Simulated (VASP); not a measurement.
Rb: single point with PBE

Crystal: Rb.

```
Rb
1.0
     0.00000    3.71415    3.71415
     3.71415    0.00000    3.71415
     3.71415    3.71415    0.00000
Rb
1
Direct
  0.00000 0.00000 0.00000
```

This cell differs from its parent crystal: volume scaled by 1.12.

```json
{
  "Program": "VASP 6.6.1",
  "Task": "single point",
  "Functional": "PBE",
  "Potentials or basis": "VASP PAW PBE potentials, release 64 (Rb_sv)",
  "Cutoff": "520 eV",
  "k mesh": "9 × 9 × 9",
  "Occupations": "fermi-dirac, width 0.1 eV",
  "Spin": "no spin polarisation",
  "Dipole correction": "no",
  "Further INCAR settings": "ALGO = Normal; EDIFF = 1e-07; NBANDS = 10"
}
```

| Quantity | Value |
| --- | --- |
| Pressure | -0.2 GPa |

Levels at points of the mesh, in eV from the Fermi level:
```tsv
k point	band 3	band 4	band 5	band 6	band 7	band 8
(0.00, 0.00, 0.00)	-13.03	-13.03	-1.83	3.48	3.48	3.48
```

Run time: 19 s on 1 thread of Intel(R) Xeon(R) Platinum 8488C (Sapphire Rapids) (shared host), peak memory 0.23 GiB.
